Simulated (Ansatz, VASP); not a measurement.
# Al4GeRu in VASP and in Ansatz

The input INCAR:

```
SYSTEM = Al4GeRu
PREC = Accurate ; ENCUT = 520
EDIFF = 1E-7 ; ISMEAR = 0
SIGMA = 0.1 ; LREAL = .FALSE.
LASPH = .TRUE. ; NELM = 80
ALGO = Normal ; ISIF = 2
LWAVE = .FALSE. ; LCHARG = .FALSE.
GGA = PE ; NBANDS = 29
```

File KPOINTS:

```
Automatic mesh
0
G
  6 6 2
  0 0 0
```

Contents of POSCAR:

```
Al4GeRu
1.0
    3.4954729700      0.0000000000      0.0000000000
   -1.7477364900      3.0271683900      0.0000000000
    0.0000000000      0.0000000000      7.5965692100
Al Ge Ru
4 1 1
Direct
    0.3333333300      0.6666666700      0.7444408500
    0.3333333300      0.6666666700      0.2555591500
    0.6666666700      0.3333333300      0.7444408500
    0.6666666700      0.3333333300      0.2555591500
    0.0000000000      0.0000000000      0.5000000000
    0.0000000000      0.0000000000      0.0000000000
```

Input for Ansatz:

```yaml
crystal:
  lattice:
    - [3.49547297, 0.0, 0.0]
    - [-1.74773649, 3.02716839, 0.0]
    - [0.0, 0.0, 7.59656921]
  atoms:
    - { symbol: Al, position: [0.33333333, 0.66666667, 0.74444085] }
    - { symbol: Al, position: [0.33333333, 0.66666667, 0.25555915] }
    - { symbol: Al, position: [0.66666667, 0.33333333, 0.74444085] }
    - { symbol: Al, position: [0.66666667, 0.33333333, 0.25555915] }
    - { symbol: Ge, position: [0.0, 0.0, 0.5] }
    - { symbol: Ru, position: [0.0, 0.0, 0.0] }
basis:
  ecutwfc: 420
kpoints:
  mp_grid: { grid: [6, 6, 2] }
hamiltonian:
  xc: pbe
scf:
  occupations: { method: gaussian, width: 0.1 }
  lower_state_search: "off"
output:
  forces: true
  stress: true
  eigenvalues: true
```

Change from the starting cell: species swapped into the HfTaB4 type (P6/mmm, No. 191).

Alike in both runs: task single point; functional PBE; k mesh 6 × 6 × 2; occupations gaussian, width 0.1 eV; no spin polarisation.

|  | VASP | Ansatz |
| --- | --- | --- |
| version | VASP 6.6.1 | Ansatz 0.2.0 |
| potentials or method | VASP PAW PBE potentials, release 64 (Al, Ge_d, Ru_pv), cutoff 520 eV | scalar-relativistic, plane waves, PAW |
| valence electrons in the cell | 40 | 42 |

```tsv
	VASP	Ansatz	Ansatz less VASP
gap on the k mesh at the Fermi level (eV)	none	none	-
rms of the force components (eV/Å)	0.564	0.564	+0.0004
```

Atom by atom the forces differ by 0.000 eV/Å (rms over components). A gap of «none» marks a metal or a gap that the smearing closes. With one functional, cell and mesh, what is left measures potentials, basis and numerics. VASP's potentials hold 40 valence electrons a cell and Ansatz's 42, so a difference there can come from the potentials and not from the codes.

The k mesh is coarse, so the values compare programs but aren't converged.
